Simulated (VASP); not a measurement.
SnTe: single point with PBE

Crystal: SnTe.

```
Sn Te
1.0
     0.00000    3.03024    2.90398
     3.03024    0.00000    2.90398
     3.03024    3.03024    0.00000
Sn Te
1 1
Cartesian
  0.0000 0.0000 0.0000
  3.0302 3.0302 2.9040
```

This cell differs from its parent crystal: strain -0.040 along x and y, -0.080 along z.

* Program: VASP 6.6.1
* Task: single point
* Functional: PBE
* Potentials or basis: VASP PAW PBE potentials, release 64 (Sn_d, Te)
* Cutoff: 520 eV
* k mesh: 10 × 10 × 10
* Occupations: gaussian, width 0.03 eV
* Spin: no spin polarisation
* Dipole correction: no
* Further INCAR settings: ALGO = Normal; EDIFF = 1e-06; NBANDS = 17

```yaml
Pressure: 13.8 GPa
Band_gap_on_the_k_mesh: zero (band 10 reaches 9.15 eV, above the bottom of band 11 at 9.08 eV)
```

Stress tensor (GPa, compression positive):
```
10.25  0.00  0.00
 0.00 10.25  0.00
 0.00  0.00 20.95
```

Levels at points of the mesh, in eV from the Fermi level:
| k point | band 7 | band 8 | band 9 | band 10 | band 11 | band 12 | band 13 | band 14 |
| --- | --- | --- | --- | --- | --- | --- | --- | --- |
| (0.00, 0.00, 0.00) | -3.96 | -3.00 | -2.46 | -2.46 | 3.24 | 3.24 | 4.30 | 4.30 |
| (0.50, 0.00, 0.00) | -9.38 | -2.33 | -2.19 | -0.26 | -0.08 | 0.31 | 0.54 | 8.17 |
| (0.50, 0.50, 0.00) | -6.90 | -6.89 | -4.72 | -4.72 | 1.36 | 5.61 | 5.61 | 8.08 |
| (0.50, 0.00, 0.50) | -6.83 | -6.51 | -4.85 | -4.30 | 1.51 | 5.12 | 6.48 | 7.42 |

It took 2.1 min on 1 thread of AMD EPYC 7R43 64-Core Processor (Zen 3), with other jobs on the host, peak memory 0.2 GiB.

Caveat: the cell differs from its parent crystal (strain -0.040 along x and y, -0.080 along z); spin-orbit coupling is left out, which moves the levels of the heavy elements.
